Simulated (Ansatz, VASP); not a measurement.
**One calculation of WSe2, two programs**

```xyz
6
Lattice="3.3763 0.0000 0.0000 -1.6881 2.9239 0.0000 0.0000 0.0000 12.9758" Properties=species:S:1:pos:R:3 pbc="T T T"
W     1.6881    0.9746    3.2436
W     0.0000    1.9493    9.7322
Se    0.0000    1.9493    4.8799
Se    1.6881    0.9746   11.3685
Se    0.0000    1.9493    1.6074
Se    1.6881    0.9746    8.0960
```

Change from the starting cell: equal strain along all axes, cell held, atoms relaxed: +4.5 %.

Alike in both runs: functional PBEsol; dispersion D3(BJ); k mesh 12 × 12 × 4; occupations gaussian, width 0.02 eV; no spin polarisation.

Ansatz relaxed the structure, and its values are those at the end. VASP's run is a single point on that final structure, the one shown.

```csv
,VASP,Ansatz
version,VASP 6.6.1,Ansatz 0.2.0
potentials or method,"VASP PAW PBE potentials, release 64 (W_sv, Se), cutoff 520 eV","scalar-relativistic, plane waves, PAW"
valence electrons in the cell,52,92
```

|  | VASP | Ansatz | Ansatz less VASP |
| --- | --- | --- | --- |
| gap on the k mesh at the Fermi level (eV) | 0.80 | 0.80 | +0.009 |
| least direct gap on the mesh (eV) | 1.22 | 1.22 | +0.003 |
| pressure (GPa) | -7.3 | -7.6 | -0.35 |
| rms of the force components (eV/Å) | 0.026 | 0.000 | -0.0256 |

VASP's potentials were made for PBE, not for PBEsol. VASP's potentials hold 52 valence electrons a cell and Ansatz's 92, so a difference there can come from the potentials and not from the codes. Ansatz's warnings: stress scf threshold loose.

Spin-orbit coupling is off throughout.
